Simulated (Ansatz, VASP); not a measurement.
# Two plane-wave programs on La2BeSe4

```
La Be Se
1.0
     4.47436   -5.78852    0.00000
     4.47436    5.78852    0.00000
     0.00000    0.00000    3.97127
La Be Se
2 1 4
Direct
  0.50000 0.00000 0.50000
  0.00000 0.50000 0.50000
  0.00000 0.00000 0.00000
  0.17944 0.17944 0.50000
  0.82056 0.82056 0.50000
  0.73610 0.26390 0.00000
  0.26390 0.73610 0.00000
```

Change from the starting cell: species swapped into the Li2FeBr4 type (Cmmm, No. 65).

Alike in both runs: functional PBE; k mesh 6 × 6 × 10; occupations gaussian, width 0.1 eV; no spin polarisation.

Ansatz relaxed the structure, and its values are those at the end. VASP's run is a single point on that final structure, the one shown.

|  | VASP | Ansatz |
| --- | --- | --- |
| version | VASP 6.6.1 | Ansatz 0.2.0 |
| potentials or method | VASP PAW PBE potentials, release 64 (La, Be, Se), cutoff 520 eV | scalar-relativistic, plane waves, PAW |
| valence electrons in the cell | 48 | 88 |

VASP gave:

* gap on the k mesh at the Fermi level (eV): none
* pressure (GPa): 0.0
* rms of the force components (eV/Å): 0.004

Q: What did Ansatz give for the same quantities?

A: gap on the k mesh at the Fermi level (eV): none; pressure (GPa): 0.0; rms of the force components (eV/Å): 0.003.

A gap of «none» marks a metal or a gap that the smearing closes. VASP's potentials hold 48 valence electrons a cell and Ansatz's 88, so a difference there can come from the potentials and not from the codes.

Spin-orbit coupling is off throughout.
